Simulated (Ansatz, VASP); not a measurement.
## One calculation of Pt, two programs

```
Pt
1.0
    -1.57234    1.57234    1.58422
     1.57234   -1.57234    1.58422
     1.59610    1.59610   -1.58422
Pt
1
Direct
  0.00000 0.00000 0.00000
```

Change from the starting cell: strain +0.0150 x Voigt [0, 0, 0, 0, 0, 1], atoms carried along.

Alike in both runs: task single point; functional PBE; k mesh 22 × 22 × 22; occupations gaussian, width 0.15 eV; no spin polarisation.

|  | VASP | Ansatz |
| --- | --- | --- |
| version | VASP 6.6.1 | Ansatz 0.2.0 |
| potentials or method | VASP PAW PBE potentials, release 64 (Pt), cutoff 520 eV | scalar-relativistic, plane waves, PAW |
| valence electrons in the cell | 10 | 18 |

Ansatz gave:

* gap on the k mesh at the Fermi level (eV): none
* pressure (GPa): -1.0
* traceless stress, the component that is largest in VASP (GPa): -2.24

Task: Estimate VASP's values.

Result: gap on the k mesh at the Fermi level (eV): none; pressure (GPa): -1.4; traceless stress, the component that is largest in VASP (GPa): -2.22.

A gap of «none» marks a metal or a gap that the smearing closes. VASP's potentials hold 10 valence electrons a cell and Ansatz's 18, so a difference there can come from the potentials and not from the codes.

Spin-orbit coupling is off throughout.
